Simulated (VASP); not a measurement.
Runs of VASP 6.6.1 on TaN. The structure is that of space group I4/mmm (No. 139), or close to it. The cells are those of the table. 

```tsv
cell	gap on the mesh (eV)	pressure (GPa)
a = 3.122, b = 3.122, c = 3.236 Å, angles 58.8, 58.8, 62.4°, 2 atoms	none	-13.6
a = 3.045, b = 3.045, c = 3.159 Å, angles 58.8, 58.8, 62.5°, 2 atoms	none	11.8
a = 3.083, b = 3.083, c = 3.159 Å, angles 59.2, 59.2, 61.6°, 2 atoms	none	-1.0
a = 3.160, b = 3.160, c = 3.236 Å, angles 59.2, 59.2, 61.6°, 2 atoms	none	(a)
```

Alike in all rows: task single point; level PBEsol; potentials or basis VASP PAW PBE potentials, release 64 (Ta_pv, N); no spin polarisation; k mesh 18 × 18 × 18; cutoff (eV) 520; smearing gaussian 0.15 eV.

Question: Estimate the missing entries.

Answer: (a) -22.8.

Caveats: the PAW data sets were made with another functional, which shifts forces and pressure a little; spin-orbit coupling is left out, which moves the levels of the heavy elements; the stress differs along the axes, from -26 to 12 GPa (at least some runs); the stress differs along the axes, from -7 to 50 GPa (at least some runs); the stress differs along the axes, from -12 to 21 GPa (at least some runs); the stress differs along the axes, from -30 to -9 GPa (at least some runs).

A k mesh can miss the band edges, and the runs leave out spin-orbit coupling on Ta.

A gap of «none» marks levels without a gap at the run's occupations.
